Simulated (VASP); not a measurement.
# AlN (P6_3mc) in VASP: notebook

AlN is run at these levels: PBE; tasks: single point.

Everything below comes from runs of VASP 6.6.1. Logs are shortened: lines on timing, memory, paths and dates and some standing lists are left out, and cuts for length are marked.

## (1) The cell of the first run

Symmetry: P6_3mc, No. 186, hexagonal system. The conventional cell has a = 3.006 Å, b = 3.006 Å, c = 4.809 Å, α = 90.00°, β = 90.00°, γ = 120.00°. Within 2.4 Å of Al (site symmetry 3m) lie 4 N at 1.83 Å. N (site symmetry 3m) has 4 Al at 1.83 Å within 2.4 Å.

## (2) Single point, PBE

Contents of INCAR:

```
PREC = Accurate
ENCUT = 520
EDIFF = 1E-6
ISMEAR = 0
SIGMA = 0.01
LREAL = False
LASPH = True
NELM = 100
ALGO = Normal
ISIF = 2
LWAVE = False
LCHARG = False
GGA = PE
NBANDS = 16
```

Contents of KPOINTS:

```
Automatic mesh
0
Gamma
  12 12 4
```

Contents of POSCAR:

```
AlN
1.0
    3.0055684543      0.0000000000      0.0000000000
   -1.5027842271      2.6029014515      0.0000000000
    0.0000000000      0.0000000000      4.8091026247
Al N
2 2
Direct
    0.3333333333      0.6666666667      0.0000000000
    0.6666666667      0.3333333333      0.5000000000
    0.3333333333      0.6666666667      0.3800000000
    0.6666666667      0.3333333333      0.8800000000
```

Potentials or basis: VASP PAW PBE potentials, release 64 (Al, N).

Command:

```sh
cat potpaw_PBE.64/Al/POTCAR potpaw_PBE.64/N/POTCAR > POTCAR
mpirun -np 1 vasp_std > vasp.out
```

OUTCAR:

```text
PREC = Accurate
   ENCUT = 520
   EDIFF = 1E-6
   ISMEAR = 0
   LREAL = False
   LASPH = True
   NELM = 100
   ISIF = 2
   GGA = PE

 ion  position               nearest neighbor table
   1  0.333  0.667  0.000-   3 1.83   4 1.83   4 1.83   4 1.83   2 2.97   2 2.97   2 2.97   2 2.97
                             2 2.97   2 2.97
   2  0.667  0.333  0.500-   4 1.83   3 1.83   3 1.83   3 1.83   1 2.97   1 2.97   1 2.97   1 2.97
                             1 2.97   1 2.97
   3  0.333  0.667  0.380-   1 1.83   2 1.83   2 1.83   2 1.83
   4  0.667  0.333  0.880-   2 1.83   1 1.83   1 1.83   1 1.83

  LATTYP: Found a hexagonal cell.
 ALAT       =     3.0055684543
 C/A-ratio  =     1.6000642467

  Lattice vectors:

 A1 = (   3.0055684543,   0.0000000000,   0.0000000000)
 A2 = (  -1.5027842271,   2.6029014515,   0.0000000000)
 A3 = (   0.0000000000,   0.0000000000,   4.8091026247)

Analysis of symmetry for initial positions (statically):
=====================================================================
 Subroutine PRICEL returns:
 Original cell was already a primitive cell.

 Routine SETGRP: Setting up the symmetry group for a
 hexagonal supercell.

 Subroutine GETGRP returns: Found 12 space group operations
 (whereof  6 operations were pure point group operations)
 out of a pool of 24 trial point group operations.

The static configuration has the point symmetry C_3v.
 The point group associated with its full space group is C_6v.

Analysis of symmetry for dynamics (positions and initial velocities):
=====================================================================
 Subroutine PRICEL returns:
 Original cell was already a primitive cell.

 Routine SETGRP: Setting up the symmetry group for a
 hexagonal supercell.

 Subroutine GETGRP returns: Found 12 space group operations
 (whereof  6 operations were pure point group operations)
 out of a pool of 24 trial point group operations.

The dynamic configuration has the point symmetry C_3v.
 The point group associated with its full space group is C_6v.

 Subroutine INISYM returns: Found 12 space group operations
 (whereof  6 operations are pure point group operations),
 and found     1 'primitive' translations

----------------------------------------------------------------------------------------

                                     Primitive cell

  volume of cell :      37.6226

  direct lattice vectors                    reciprocal lattice vectors
     3.005568454  0.000000000  0.000000000     0.332715762  0.192093327  0.000000000
    -1.502784227  2.602901452  0.000000000     0.000000000  0.384186654  0.000000000
     0.000000000  0.000000000  4.809102625     0.000000000  0.000000000  0.207939002

  length of vectors
     3.005568454  3.005570894  4.809102625     0.384186966  0.384186654  0.207939002

  position of ions in fractional coordinates (direct lattice)
     0.333333333  0.666666667  0.000000000
     0.666666667  0.333333333  0.500000000
     0.333333333  0.666666667  0.380000000
     0.666666667  0.333333333  0.880000000

  ion indices of the primitive-cell ions
   primitive index   ion index
                 1           1
                 2           2
                 3           3
                 4           4

----------------------------------------------------------------------------------------

 KPOINTS: Automatic mesh

Automatic generation of k-mesh.
 Grid dimensions read from file:
 generate k-points for:   12   12    4

 Generating k-lattice:

  Cartesian coordinates                     Fractional coordinates (reciprocal lattice)
     0.027726314  0.016007777  0.000000000     0.083333333  0.000000000  0.000000000
     0.000000000  0.032015555  0.000000000     0.000000000  0.083333333  0.000000000
     0.000000000  0.000000000  0.051984750     0.000000000  0.000000000  0.250000000

  Length of vectors
     0.032015581  0.032015555  0.051984750

  Shift w.r.t. Gamma in fractional coordinates (k-lattice)
     0.000000000  0.000000000  0.000000000

 Subroutine IBZKPT returns following result:
 ===========================================

 Found     57 irreducible k-points:

 Following reciprocal coordinates:
            Coordinates               Weight
  0.000000  0.000000  0.000000      1.000000
  0.083333  0.000000  0.000000      6.000000
  0.166667  0.000000  0.000000      6.000000
  0.250000 -0.000000  0.000000      6.000000
  0.333333  0.000000  0.000000      6.000000
  0.416667  0.000000  0.000000      6.000000
[... 16 lines left out ...]
  0.250000 -0.000000  0.250000     12.000000
  0.333333  0.000000  0.250000     12.000000
 [... further k-points ...]
   k-points           NKPTS =     57   k-points in BZ     NKDIM =     57   number of bands    NBANDS=     16
   number of dos      NEDOS =    301   number of ions     NIONS =      4
   total plane-waves  NPLWV =  20736
   dimension x,y,z NGX =    24 NGY =   24 NGZ =   36
   dimension x,y,z NGXF=    48 NGYF=   48 NGZF=   72
   ions per type =               2   2
   NGX,Y,Z   is equivalent  to a cutoff of  13.28, 13.28, 12.44 a.u.
   NGXF,Y,Z  is equivalent  to a cutoff of  26.55, 26.55, 24.89 a.u.
 SYSTEM =  unknown system
   PREC   = accura    normal or accurate (medium, high low for compatibility)
   ISTART =      0    job   : 0-new  1-cont  2-samecut
   ICHARG =      2    charge: 1-file 2-atom 10-const
   ISPIN  =      1    spin polarized calculation?
   LNONCOLLINEAR =      F non collinear calculations
   LSORBIT =      F    spin-orbit coupling
   LASPH  =      T    aspherical Exc in radial PAW
   ENCUT  =  520.0 eV  38.22 Ry    6.18 a.u.   5.59  5.59  8.94*2*pi/ulx,y,z
   NELM   =    100;   NELMIN=  2; NELMDL= -5     # of ELM steps
   EDIFF  = 0.1E-05   stopping-criterion for ELM
   LREAL  =      F    real-space projection
   EDIFFG = 0.1E-04   stopping-criterion for IOM
   NSW    =      0    number of steps for IOM
   IBRION =     -1    ionic relax: 0-MD 1-quasi-New 2-CG
   NFREE  =      0    steps in history (QN), initial steepest desc. (CG)
   ISIF   =      2    stress and relaxation
   ISYM   =      2    0-nonsym 1-usesym 2-fastsym
   POTIM  = 0.5000    time-step for ionic-motion
   TEBEG  =    0.0;   TEEND  =   0.0 temperature during run
   PSTRESS=    0.0 pullay stress
   NELECT =      16.0000    total number of electrons
   NUPDOWN=      -1.0000    fix difference up-down
   EMIN   =  10.00;   EMAX   =-10.00  energy-range for DOS
   EFERMI =   0.00;   METHOD = LEGACY
   ISMEAR =     0;   SIGMA  =   0.01  broadening in eV -4-tet -1-fermi 0-gaus
   EFERMI_NEDOS =   21; number of points for ismear=-14 and -15
   IALGO  =     38    algorithm
   IMIX   =      4    mixing-type and parameters
     AMIX     =   0.40;   BMIX     =  1.00
     AMIX_MAG =   1.60;   BMIX_MAG =  1.00
  volume/ion in A,a.u.               =       9.41        63.47
  Fermi-wavevector in a.u.,A,eV,Ry     =   1.231115  2.326470 20.621597  1.515645
  Thomas-Fermi vector in A             =   2.365937
   LORBIT       =      0    0 simple, 1 ext, 2 COOP (PROOUT), +10 PAW based schemes
   GGA     = PE    functional components
   LHFCALC =     F    Hartree Fock is set to
   AEXX    =    0.0000 exact exchange contribution
   IVDW    =     0    specifies the selected vdW correction
   LEPSILON=     F    determine dielectric tensor
   LRPA    =     F    only Hartree local field effects (RPA)
 non-spin polarized calculation
 Gauss-broadening in eV      SIGMA  =   0.01
  energy-cutoff  :      520.00
  volume of cell :       37.62
 maximum number of plane-waves:      1035
 NGX is ok and might be reduce to    24
   NGX = 11   NGY = 11   NGZ = 17

 number of electron      16.0000003 magnetization

 Free energy of the ion-electron system (eV)
  ---------------------------------------------------
  ext. energy  EPLUGINS =         0.00000000
  ---------------------------------------------------
  free energy    TOTEN  =       -29.35710129 eV

  energy without entropy =      -29.35710129  energy(sigma->0) =      -29.35710129

 E-fermi :   7.2911     XC(G=0): -11.3741

 val. band max:        7.1803762260   @ k =   0.0000   0.0000   0.0000
 cond. band min:      12.2823665062   @ k =   0.3333   0.3333   0.0000
 fundamental gap:      5.1019902802
 Fermi energy:         7.2911347544

 k-point     1 :       0.0000    0.0000    0.0000
  band No.  band energies     occupation
      1      -8.6386      2.00000
      2      -6.1472      2.00000
      3       0.7179      2.00000
      4       6.3016      2.00000
      5       6.3016      2.00000
      6       6.9743      2.00000
[... 8 lines left out ...]
     15      21.3897      0.00000
     16      21.3897      0.00000

 k-point     2 :       0.0833    0.0000    0.0000
  band No.  band energies     occupation
      1      -8.5388      2.00000
      2      -6.0897      2.00000
      3       0.8321      2.00000
      4       5.8650      2.00000
      5       6.1724      2.00000
      6       6.5697      2.00000
[... 8 lines left out ...]
     15      21.4121      0.00000
     16      21.4366      0.00000

 k-point     3 :       0.1667    0.0000    0.0000
  band No.  band energies     occupation
      1      -8.2472      2.00000
      2      -5.9314      2.00000
      3       1.1687      2.00000
      4       4.7939      2.00000
      5       5.6754      2.00000
      6       5.8733      2.00000
[... 8 lines left out ...]
     15      20.6647      0.00000
     16      20.6891      0.00000

 k-point     4 :       0.2500   -0.0000    0.0000
  band No.  band energies     occupation
      1      -7.7903      2.00000
      2      -5.7207      2.00000
      3       1.7081      2.00000
      4       3.5309      2.00000
      5       4.6561      2.00000
      6       5.5337      2.00000
[... 8 lines left out ...]
     15      20.4684      0.00000
     16      21.3944      0.00000
[... 324 lines left out ...]
 k-point    22 :       0.1667    0.0000    0.2500
  band No.  band energies     occupation
      1      -7.9916      2.00000
      2      -6.3986      2.00000
      3       1.9132      2.00000
      4       4.8498      2.00000
      5       5.2503      2.00000
      6       6.0077      2.00000
[... 8 lines left out ...]
     15      20.7047      0.00000
     16      20.9502      0.00000

 k-point    23 :       0.2500   -0.0000    0.2500
  band No.  band energies     occupation
      1      -7.5518      2.00000
      2      -6.1161      2.00000
      3       2.1000      2.00000
      4       3.7810      2.00000
      5       4.3878      2.00000
      6       5.6909      2.00000
[... 8 lines left out ...]
     15      20.7077      0.00000
     16      21.4996      0.00000

 k-point    24 :       0.3333    0.0000    0.2500
  band No.  band energies     occupation
      1      -7.0142      2.00000
      2      -5.8353      2.00000
      3       1.8508      2.00000
      4       2.9258      2.00000
      5       3.9816      2.00000
      6       5.4130      2.00000
[... 8 lines left out ...]
     15      20.8190      0.00000
     16      22.4274      0.00000

 [... further k-points ...]
[... 5 lines left out ...]
  --------------------------------------------------------------------------------------
  -------------------------------------------------------------------------------------
  Total        7.0534039      7.0534191      7.2550776      0.0000000      0.0000000      0.0000000
  in kB      300.3730333    300.3736835    308.9614180      0.0000000      0.0000000      0.0000000
  external PRESSURE =     303.2360449 kB  Pullay stress =       0.0000000 kB

 VOLUME and BASIS-vectors are now :
 -----------------------------------------------------------------------------
  energy-cutoff  :      520.00
  volume of cell :       37.62
      direct lattice vectors                 reciprocal lattice vectors
     3.005568454  0.000000000  0.000000000     0.332715762  0.192093327  0.000000000
    -1.502784227  2.602901452  0.000000000     0.000000000  0.384186654  0.000000000
     0.000000000  0.000000000  4.809102625     0.000000000  0.000000000  0.207939002

 POSITION                                       TOTAL-FORCE (eV/Angst)
 -----------------------------------------------------------------------------------
     -0.00000      1.73527      0.00000         0.000000     -0.000000     -0.219067
      1.50278      0.86763      2.40455        -0.000000      0.000000     -0.219067
     -0.00000      1.73527      1.82746        -0.000000      0.000000      0.219067
      1.50278      0.86763      4.23201         0.000000     -0.000000      0.219067
 -----------------------------------------------------------------------------------
    total drift:                               -0.000000      0.000000      0.001322

  FREE ENERGIE OF THE ION-ELECTRON SYSTEM (eV)
  ---------------------------------------------------
  free  energy   TOTEN  =       -29.3571012949 eV

  energy  without entropy=      -29.3571012949  energy(sigma->0) =      -29.35710129
```

Wall time 10 s (1 thread of Intel Xeon 6975P-C (Granite Rapids), shared host); peak memory 0.16 GiB.

Results:

```
Free energy            : -29.3571 eV
Pressure               : 30.3 GPa
Largest force          : 0.219 eV/Å
Band gap on the k mesh : 5.10 eV, indirect (least direct gap 5.18 eV)
```

Forces in eV/Å, atoms in the order of the input:
```
Al   0.000  0.000 -0.219
Al   0.000  0.000 -0.219
N    0.000  0.000  0.219
N    0.000  0.000  0.219
```

A k mesh can miss the band edges. Expect the measured gap to be larger: semilocal functionals such as PBE lack the derivative discontinuity.

## (3) Single point, PBE

This run uses another cell than the first one, of 9.67 Å³/atom, 1.028 times its volume.

Contents of INCAR:

```
SYSTEM = AlN
ALGO = Normal
EDIFF = 1E-7
ENCUT = 520
GGA = PE
ISIF = 2
ISMEAR = 0
LASPH = .True.
LCHARG = .False.
LREAL = .False.
LWAVE = .False.
NBANDS = 16
NELM = 100
PREC = Accurate
SIGMA = 0.01
```

Contents of KPOINTS:

```
k-points
0
Gamma
  12 12 4
  0 0 0
```

Contents of POSCAR:

```
AlN
1.0
    3.0331440171      0.0000000000      0.0000000000
   -1.5165720086      2.6267826153      0.0000000000
    0.0000000000      0.0000000000      4.8532252969
Al N
2 2
Direct
    0.3333333333      0.6666666667      0.0000000000
    0.6666666667      0.3333333333      0.5000000000
    0.3333333333      0.6666666667      0.3800000000
    0.6666666667      0.3333333333      0.8800000000
```

Potentials or basis: VASP PAW PBE potentials, release 64 (Al, N).

Command:

```sh
cat potpaw_PBE.64/Al/POTCAR potpaw_PBE.64/N/POTCAR > POTCAR
mpirun -np 1 vasp_std > vasp.out
```

Run time: 12 s. Hardware: 1 thread of Intel Xeon 6975P-C (Granite Rapids), shared host; peak memory 0.16 GiB.

The run converged. Its results:

| Quantity | Value |
| --- | --- |
| Free energy | -29.5288 eV |
| Pressure | 22.3 GPa |
| Largest force | 0.194 eV/Å |
| Band gap on the k mesh | 4.93 eV, direct |

Forces on the atoms (eV/Å):
```
Al   0.000  0.000 -0.194
Al   0.000  0.000 -0.194
N    0.000  0.000  0.194
N    0.000  0.000  0.194
```

Stress tensor (GPa, compression positive):
```
21.94  0.00  0.00
 0.00 21.94  0.00
 0.00  0.00 23.06
```

Levels at points of the mesh, in eV from the valence-band top:
| k point | band 6 | band 7 | band 8 | band 9 | band 10 | band 11 |
| --- | --- | --- | --- | --- | --- | --- |
| (0.00, 0.00, 0.00) | -0.20 | -0.20 | 0.00 | 4.93 | 7.35 | 11.26 |
| (0.50, 0.00, 0.00) | -2.17 | -1.88 | -0.68 | 5.98 | 6.10 | 8.90 |
| (0.00, 0.00, 0.50) | -0.54 | -0.54 | -0.54 | 7.16 | 7.16 | 10.99 |
| (0.50, 0.00, 0.50) | -1.51 | -1.42 | -1.42 | 5.59 | 5.59 | 9.78 |

A k mesh can miss the band edges. As with any semilocal functional, this PBE gap is likely too small.
